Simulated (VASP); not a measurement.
Here is a VASP 6.6.1 calculation.

INCAR

```
PREC = Accurate
ENCUT = 520
EDIFF = 1E-7
ISMEAR = 0
SIGMA = 0.1
LREAL = F
LASPH = T
NELM = 100
ALGO = Fast
ISIF = 2
LWAVE = F
LCHARG = T
GGA = PE
IVDW = 12
LELF = T
LVHAR = T
NBANDS = 9
```

The input KPOINTS:

```
Automatic mesh
0
Gamma
  21 21 12
```

The input POSCAR:

```
Be
1.0
    2.1911297905      0.0000000000      0.0000000000
   -1.0955648952      1.8975740615      0.0000000000
    0.0000000000      0.0000000000      3.4669378110
Be
2
Direct
    0.3333333333      0.6666666667      0.2500000000
    0.6666666667      0.3333333333      0.7500000000
```

Potentials or basis: VASP PAW PBE potentials, release 64 (Be).

Command:

```bash
$ cat potpaw_PBE.64/Be/POTCAR > POTCAR
$ mpirun -np 1 vasp_std > vasp.out
```

(1) Estimate the pressure.

(2) Predict the dispersion energy per atom.

(3) What does it give for the band gap on the k mesh?

## Answers

(1) 4.5 GPa.

(2) -0.391 eV.

(3) zero (bands 2 and 3 overlap by 2.18 eV).

Caveat: the cell stands under pressure.
